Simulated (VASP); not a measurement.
# Li (Pm-3n) in VASP: single point with PBEsol

Aim: the single point of Li with PBEsol.

Program: VASP 6.6.1. These are calculated values, not measurements. Logs are shortened: lines on timing, memory, paths and dates and some standing lists are left out, and cuts for length are marked.

## (1) The cell of the first run

The structure is cubic, space group Pm-3n (No. 223). Conventional cell: a = 5.451 Å, b = 5.451 Å, c = 5.451 Å, α = 90.00°, β = 90.00°, γ = 90.00°. Within 4.0 Å of Li (site symmetry m-3) lie 12 Li at 3.05 Å. Within 3.6 Å of Li (site symmetry -4m2) lie 14 Li at 2.73 to 3.34 Å.

## (2) Single point, PBEsol

Input file INCAR:

```
SYSTEM = Li
PREC = Accurate ; ENCUT = 520
EDIFF = 1E-6 ; ISMEAR = 0
SIGMA = 0.1 ; LREAL = .FALSE.
LASPH = .TRUE. ; NELM = 60
ALGO = Fast ; ISIF = 2
LWAVE = .FALSE. ; LCHARG = .FALSE.
GGA = PS ; NBANDS = 22
```

Input file KPOINTS:

```
regular mesh
0
G
  8 8 8
  0 0 0
```

Input file POSCAR:

```
Li
1.0
    5.4511797380      0.0000000000      0.0000000000
    0.0000000000      5.4511797380      0.0000000000
    0.0000000000      0.0000000000      5.4511797380
Li
8
Direct
    0.5000000000      0.5000000000      0.5000000000
    0.0000000000      0.0000000000      0.0000000000
    0.2500000000      0.0000000000      0.5000000000
    0.5000000000      0.2500000000      0.0000000000
    0.5000000000      0.7500000000      0.0000000000
    0.7500000000      0.0000000000      0.5000000000
    0.0000000000      0.5000000000      0.7500000000
    0.0000000000      0.5000000000      0.2500000000
```

Potentials or basis: VASP PAW PBE potentials, release 64 (Li_sv).

Run with:

```
cat potpaw_PBE.64/Li_sv/POTCAR > POTCAR
mpirun -np 1 vasp_std > vasp.out
```

OUTCAR:

```text
SYSTEM = Li
   PREC = Accurate
   ENCUT = 520
   EDIFF = 1E-6
   ISMEAR = 0
   LREAL = .FALSE.
   LASPH = .TRUE.
   NELM = 60
   ISIF = 2
   GGA = PS

 ion  position               nearest neighbor table
   1  0.500  0.500  0.500-
   2  0.000  0.000  0.000-
   3  0.250  0.000  0.500-
   4  0.500  0.250  0.000-
   5  0.500  0.750  0.000-
   6  0.750  0.000  0.500-
   7  0.000  0.500  0.750-
   8  0.000  0.500  0.250-

  LATTYP: Found a simple cubic cell.
 ALAT       =     5.4511797380

  Lattice vectors:

 A1 = (   5.4511797380,   0.0000000000,   0.0000000000)
 A2 = (   0.0000000000,   5.4511797380,   0.0000000000)
 A3 = (   0.0000000000,   0.0000000000,   5.4511797380)

Analysis of symmetry for initial positions (statically):
=====================================================================
 Subroutine PRICEL returns:
 Original cell was already a primitive cell.

 Routine SETGRP: Setting up the symmetry group for a
 simple cubic supercell.

 Subroutine GETGRP returns: Found 48 space group operations
 (whereof 24 operations were pure point group operations)
 out of a pool of 48 trial point group operations.

The static configuration has the point symmetry T_h .
 The point group associated with its full space group is O_h .

Analysis of symmetry for dynamics (positions and initial velocities):
=====================================================================
 Subroutine PRICEL returns:
 Original cell was already a primitive cell.

 Routine SETGRP: Setting up the symmetry group for a
 simple cubic supercell.

 Subroutine GETGRP returns: Found 48 space group operations
 (whereof 24 operations were pure point group operations)
 out of a pool of 48 trial point group operations.

The dynamic configuration has the point symmetry T_h .
 The point group associated with its full space group is O_h .

 Subroutine INISYM returns: Found 48 space group operations
 (whereof 24 operations are pure point group operations),
 and found     1 'primitive' translations

----------------------------------------------------------------------------------------

                                     Primitive cell

  volume of cell :     161.9838

  direct lattice vectors                    reciprocal lattice vectors
     5.451179738  0.000000000  0.000000000     0.183446529  0.000000000  0.000000000
     0.000000000  5.451179738  0.000000000     0.000000000  0.183446529  0.000000000
     0.000000000  0.000000000  5.451179738     0.000000000  0.000000000  0.183446529

  length of vectors
     5.451179738  5.451179738  5.451179738     0.183446529  0.183446529  0.183446529

  position of ions in fractional coordinates (direct lattice)
     0.500000000  0.500000000  0.500000000
     0.000000000  0.000000000  0.000000000
     0.250000000  0.000000000  0.500000000
     0.500000000  0.250000000  0.000000000
     0.500000000  0.750000000  0.000000000
     0.750000000  0.000000000  0.500000000
     0.000000000  0.500000000  0.750000000
     0.000000000  0.500000000  0.250000000

  ion indices of the primitive-cell ions
   primitive index   ion index
                 1           1
                 2           2
                 3           3
                 4           4
                 5           5
                 6           6
                 7           7
                 8           8

----------------------------------------------------------------------------------------

 KPOINTS: regular mesh

Automatic generation of k-mesh.
 Grid dimensions read from file:
 generate k-points for:    8    8    8

 Generating k-lattice:

  Cartesian coordinates                     Fractional coordinates (reciprocal lattice)
     0.022930816  0.000000000  0.000000000     0.125000000  0.000000000  0.000000000
     0.000000000  0.022930816  0.000000000     0.000000000  0.125000000  0.000000000
     0.000000000  0.000000000  0.022930816     0.000000000  0.000000000  0.125000000

  Length of vectors
     0.022930816  0.022930816  0.022930816

  Shift w.r.t. Gamma in fractional coordinates (k-lattice)
     0.000000000  0.000000000  0.000000000

 Subroutine IBZKPT returns following result:
 ===========================================

 Found     35 irreducible k-points:

 Following reciprocal coordinates:
            Coordinates               Weight
  0.000000  0.000000  0.000000      1.000000
  0.125000  0.000000  0.000000      6.000000
  0.250000  0.000000  0.000000      6.000000
  0.375000  0.000000  0.000000      6.000000
  0.500000  0.000000  0.000000      3.000000
  0.125000  0.125000  0.000000     12.000000
[... 16 lines left out ...]
  0.375000  0.375000  0.125000     24.000000
  0.500000  0.375000  0.125000     24.000000
 [... further k-points ...]
   k-points           NKPTS =     35   k-points in BZ     NKDIM =     35   number of bands    NBANDS=     22
   number of dos      NEDOS =    301   number of ions     NIONS =      8
   total plane-waves  NPLWV =  74088
   dimension x,y,z NGX =    42 NGY =   42 NGZ =   42
   dimension x,y,z NGXF=    84 NGYF=   84 NGZF=   84
   ions per type =               8
   NGX,Y,Z   is equivalent  to a cutoff of  12.81, 12.81, 12.81 a.u.
   NGXF,Y,Z  is equivalent  to a cutoff of  25.62, 25.62, 25.62 a.u.
 SYSTEM =  Li
   PREC   = accura    normal or accurate (medium, high low for compatibility)
   ISTART =      0    job   : 0-new  1-cont  2-samecut
   ICHARG =      2    charge: 1-file 2-atom 10-const
   ISPIN  =      1    spin polarized calculation?
   LNONCOLLINEAR =      F non collinear calculations
   LSORBIT =      F    spin-orbit coupling
   LASPH  =      T    aspherical Exc in radial PAW
   ENCUT  =  520.0 eV  38.22 Ry    6.18 a.u.  10.14 10.14 10.14*2*pi/ulx,y,z
   NELM   =     60;   NELMIN=  2; NELMDL= -5     # of ELM steps
   EDIFF  = 0.1E-05   stopping-criterion for ELM
   LREAL  =      F    real-space projection
   EDIFFG = 0.1E-04   stopping-criterion for IOM
   NSW    =      0    number of steps for IOM
   IBRION =     -1    ionic relax: 0-MD 1-quasi-New 2-CG
   NFREE  =      0    steps in history (QN), initial steepest desc. (CG)
   ISIF   =      2    stress and relaxation
   ISYM   =      2    0-nonsym 1-usesym 2-fastsym
   POTIM  = 0.5000    time-step for ionic-motion
   TEBEG  =    0.0;   TEEND  =   0.0 temperature during run
   PSTRESS=    0.0 pullay stress
   NELECT =      24.0000    total number of electrons
   NUPDOWN=      -1.0000    fix difference up-down
   EMIN   =  10.00;   EMAX   =-10.00  energy-range for DOS
   EFERMI =   0.00;   METHOD = LEGACY
   ISMEAR =     0;   SIGMA  =   0.10  broadening in eV -4-tet -1-fermi 0-gaus
   EFERMI_NEDOS =   21; number of points for ismear=-14 and -15
   IALGO  =     68    algorithm
   IMIX   =      4    mixing-type and parameters
     AMIX     =   0.40;   BMIX     =  1.00
     AMIX_MAG =   1.60;   BMIX_MAG =  1.00
  volume/ion in A,a.u.               =      20.25       136.64
  Fermi-wavevector in a.u.,A,eV,Ry     =   0.866273  1.637018 10.210204  0.750429
  Thomas-Fermi vector in A             =   1.984638
   LORBIT       =      0    0 simple, 1 ext, 2 COOP (PROOUT), +10 PAW based schemes
   GGA     = PS    functional components
   LHFCALC =     F    Hartree Fock is set to
   AEXX    =    0.0000 exact exchange contribution
   IVDW    =     0    specifies the selected vdW correction
   LEPSILON=     F    determine dielectric tensor
   LRPA    =     F    only Hartree local field effects (RPA)
 non-spin polarized calculation
 RMM-DIIS sequential band-by-band and
 Gauss-broadening in eV      SIGMA  =   0.10
  energy-cutoff  :      520.00
  volume of cell :      161.98
 maximum number of plane-waves:      4388
 NGX is ok and might be reduce to    42
   NGX = 21   NGY = 21   NGZ = 21

 number of electron      23.9999941 magnetization

 Free energy of the ion-electron system (eV)
  ---------------------------------------------------
  ext. energy  EPLUGINS =         0.00000000
  ---------------------------------------------------
  free energy    TOTEN  =       -15.61380010 eV

  energy without entropy =      -15.59022096  energy(sigma->0) =      -15.60201053

 E-fermi :   0.6354     XC(G=0):  -7.0201

 val. band max:        0.6324459026   @ k =   0.3750   0.2500   0.1250
 cond. band min:       0.6374063869   @ k =   0.5000   0.3750   0.2500
 fundamental gap:      0.0049604844
 Fermi energy:         0.6354281889

 k-point     1 :       0.0000    0.0000    0.0000
  band No.  band energies     occupation
      1     -45.3200      2.00000
      2     -45.3079      2.00000
      3     -45.3079      2.00000
      4     -45.2932      2.00000
      5     -45.2885      2.00000
      6     -45.2885      2.00000
[... 14 lines left out ...]
     21       4.9747      0.00000
     22       5.5139      0.00000

 k-point     2 :       0.1250    0.0000    0.0000
  band No.  band energies     occupation
      1     -45.3193      2.00000
      2     -45.3082      2.00000
      3     -45.3074      2.00000
      4     -45.2935      2.00000
      5     -45.2889      2.00000
      6     -45.2885      2.00000
[... 14 lines left out ...]
     21       5.4020      0.00000
     22       5.4021      0.00000

 k-point     3 :       0.2500    0.0000    0.0000
  band No.  band energies     occupation
      1     -45.3174      2.00000
      2     -45.3089      2.00000
      3     -45.3058      2.00000
      4     -45.2948      2.00000
      5     -45.2898      2.00000
      6     -45.2888      2.00000
[... 14 lines left out ...]
     21       5.7107      0.00000
     22       5.7115      0.00000
[... 476 lines left out ...]
 k-point    23 :       0.3750    0.3750    0.1250
  band No.  band energies     occupation
      1     -45.3105      2.00000
      2     -45.3060      2.00000
      3     -45.3029      2.00000
      4     -45.2966      2.00000
      5     -45.2962      2.00000
      6     -45.2905      2.00000
[... 14 lines left out ...]
     21       6.0741      0.00000
     22       6.1195      0.00000

 k-point    24 :       0.5000    0.3750    0.1250
  band No.  band energies     occupation
      1     -45.3098      2.00000
      2     -45.3055      2.00000
      3     -45.3013      2.00000
      4     -45.2991      2.00000
      5     -45.2963      2.00000
      6     -45.2909      2.00000
[... 14 lines left out ...]
     21       6.1576      0.00000
     22       6.5349      0.00000

 [... further k-points ...]

------------------------ aborting loop because EDIFF is reached ----------------------------------------

  FORCE on cell =-STRESS in cart. coord.  units (eV):
  Direction    XX          YY          ZZ          XY          YZ          ZX
  --------------------------------------------------------------------------------------
  -------------------------------------------------------------------------------------
  Total       -0.0983238     -0.0983238     -0.0983238      0.0000000      0.0000000      0.0000000
  in kB       -0.9725184     -0.9725184     -0.9725184      0.0000000      0.0000000      0.0000000
  external PRESSURE =      -0.9725184 kB  Pullay stress =       0.0000000 kB

 VOLUME and BASIS-vectors are now :
 -----------------------------------------------------------------------------
  energy-cutoff  :      520.00
  volume of cell :      161.98
      direct lattice vectors                 reciprocal lattice vectors
     5.451179738  0.000000000  0.000000000     0.183446529  0.000000000  0.000000000
     0.000000000  5.451179738  0.000000000     0.000000000  0.183446529  0.000000000
     0.000000000  0.000000000  5.451179738     0.000000000  0.000000000  0.183446529

 POSITION                                       TOTAL-FORCE (eV/Angst)
 -----------------------------------------------------------------------------------
      2.72559      2.72559      2.72559        -0.000000     -0.000000      0.000000
      0.00000      0.00000      0.00000        -0.000000     -0.000000      0.000000
      1.36279      0.00000      2.72559         0.000000      0.000000      0.000000
      2.72559      1.36279      0.00000         0.000000      0.000000      0.000000
      2.72559      4.08838      0.00000         0.000000     -0.000000     -0.000000
      4.08838      0.00000      2.72559        -0.000000      0.000000     -0.000000
      0.00000      2.72559      4.08838        -0.000000      0.000000     -0.000000
      0.00000      2.72559      1.36279         0.000000     -0.000000      0.000000
 -----------------------------------------------------------------------------------
    total drift:                                0.000000     -0.000000     -0.000000

  FREE ENERGIE OF THE ION-ELECTRON SYSTEM (eV)
  ---------------------------------------------------
  free  energy   TOTEN  =       -15.6138001040 eV

  energy  without entropy=      -15.5902209628  energy(sigma->0) =      -15.60201053
```

It took 2.5 min on 1 thread of Intel Xeon Platinum 8259CL at 2.50GHz (Skylake/Cascade Lake), shared host; peak memory 0.28 GiB.

Results:

* Free energy: -15.6138 eV
* Band gap on the k mesh: zero (band 12 reaches 1.03 eV, above the bottom of band 13 at -0.09 eV)

Levels at points of the mesh, in eV from the Fermi level:
| k point | band 8 | band 9 | band 10 | band 11 | band 12 | band 13 | band 14 | band 15 | band 16 | band 17 |
| --- | --- | --- | --- | --- | --- | --- | --- | --- | --- | --- |
| (0.00, 0.00, 0.00) | -45.92 | -3.56 | -0.30 | -0.30 | -0.30 | 0.60 | 0.60 | 0.86 | 3.64 | 3.64 |
| (0.50, 0.00, 0.00) | -45.92 | -2.62 | -2.62 | 0.40 | 0.40 | 0.84 | 0.84 | 1.37 | 1.37 | 2.63 |
| (0.50, 0.50, 0.00) | -45.92 | -1.68 | -1.67 | -1.67 | -1.67 | 1.05 | 1.49 | 1.49 | 1.81 | 2.77 |
| (0.50, 0.50, 0.50) | -45.93 | -0.72 | -0.72 | -0.72 | -0.72 | -0.72 | -0.72 | -0.68 | -0.68 | 7.27 |

Caveat: the cutoff is under 1.25 times the usual one of these potentials, so pressure, stress and relaxed cells hold a basis-set (Pulay) error; the PAW data sets were made with another functional, which shifts forces and pressure a little.
